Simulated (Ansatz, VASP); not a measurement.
## One calculation of O, two programs

```
O
1.0
     1.42335    0.82177    3.40830
    -1.42335    0.82177    3.40830
     0.00000   -1.64354    3.40830
O
2
Direct
  0.05770 0.05770 0.05770
  0.94230 0.94230 0.94230
```

Alike in both runs: task single point; functional PBE; k mesh 6 × 6 × 6; occupations gaussian, width 0.1 eV; no spin polarisation.

|  | VASP | Ansatz |
| --- | --- | --- |
| version | VASP 6.6.1 | Ansatz 0.2.0 |
| potentials or method | VASP PAW PBE potentials, release 64 (O), cutoff 520 eV | scalar-relativistic, plane waves, PAW |
| valence electrons in the cell | 12 | 12 |

Ansatz gave:

- gap on the k mesh at the Fermi level (eV): none
- pressure (GPa): 5.2
- traceless stress, the component that is largest in VASP (GPa): 22.09
- rms of the force components (eV/Å): 1.508

What did VASP give for the same quantities?

gap on the k mesh at the Fermi level (eV): none; pressure (GPa): 9.3; traceless stress, the component that is largest in VASP (GPa): 30.91; rms of the force components (eV/Å): 2.491.

Atom by atom the forces differ by 0.983 eV/Å (rms over components). A gap of «none» marks a metal or a gap that the smearing closes.

The k mesh is coarse, so the values compare programs but aren't converged. Noted on VASP's run: the standard files for N, O and F lose accuracy on very short bonds; spin is off for a triplet molecule.
